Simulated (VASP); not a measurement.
Input of a VASP 6.6.1 run:

File INCAR:

```
SYSTEM = Pb
PREC = Accurate
ENCUT = 520
EDIFF = 1E-6
ISMEAR = 0
SIGMA = 0.15
LREAL = .False.
LASPH = .True.
NELM = 100
ALGO = Fast
ISIF = 2
LWAVE = .False.
LCHARG = .False.
GGA = PE
NBANDS = 13
```

Contents of KPOINTS:

```
Automatic mesh
0
Gamma
  18 18 18
  0 0 0
```

Contents of POSCAR:

```
Pb
1.0
    0.0000000000      2.2004524241      3.1114397277
    2.2004524241      0.0000000000      3.1114397277
    2.2004524241      2.2004524241      0.0000000000
Pb
1
Direct
    0.0000000000      0.0000000000      0.0000000000
```

Potentials or basis: VASP PAW PBE potentials, release 64 (Pb_d).

Command:

```bash
$ cat potpaw_PBE.64/Pb_d/POTCAR > POTCAR
$ mpirun -np 1 vasp_std > vasp.out
```

**Question.** Estimate the band gap on the k mesh.

**Answer.** Zero (band 7 reaches 12.14 eV, above the bottom of band 8 at 5.12 eV).

**Question.** Predict the pressure.

**Answer.** 5.2 GPa.

Stress tensor (GPa, compression positive):
```
 8.59  0.00  0.00
 0.00  8.59  0.00
 0.00  0.00 -1.60
```

Caveat: spin-orbit coupling is left out, which moves the levels of the heavy elements.
